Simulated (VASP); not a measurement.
**NbTe: single point with PBEsol**

Crystal: NbTe.

```
Nb Te
1.0
     3.70297    0.00000    0.00000
    -1.85149    3.20687    0.00000
     0.00000    0.00000    3.69421
Nb Te
1 1
Direct
  0.00000 0.00000 0.50000
  0.66667 0.33333 0.00000
```

- Program: VASP 6.6.1
- Task: single point
- Functional: PBEsol
- Potentials or basis: VASP PAW PBE potentials, release 64 (Nb_sv, Te)
- Cutoff: 520 eV
- k mesh: 6 × 6 × 4
- Occupations: gaussian, width 0.1 eV
- Spin: no spin polarisation

The pressure is -5.3 GPa.

Stress tensor (GPa, compression positive):
```
-5.82  0.00  0.00
 0.00 -5.82  0.00
 0.00  0.00 -4.27
```

Levels at points of the mesh, in eV from the Fermi level:
```tsv
k point	band 6	band 7	band 8	band 9	band 10	band 11	band 12	band 13	band 14	band 15
(0.00, 0.00, 0.00)	-3.24	-3.24	-3.09	-2.43	0.07	0.07	2.36	2.36	2.71	5.79
(0.50, 0.00, 0.00)	-7.29	-3.91	-2.74	-2.68	-0.26	1.14	1.41	2.94	3.69	5.60
(0.00, 0.00, 0.50)	-7.65	-2.68	-2.68	-1.07	-1.07	0.59	1.57	1.57	5.16	5.95
(0.50, 0.00, 0.50)	-6.07	-5.97	-4.32	-1.48	1.06	1.19	1.73	2.66	4.41	4.50
```

Run time: 14 s on 1 thread of Intel Xeon 6975P-C, on a shared host, peak memory 0.16 GiB.

Caveat: the k points lie up to 0.43 Å⁻¹ apart; the PAW data sets were made with another functional, which shifts forces and pressure a little; spin-orbit coupling is left out, which moves the levels of the heavy elements.
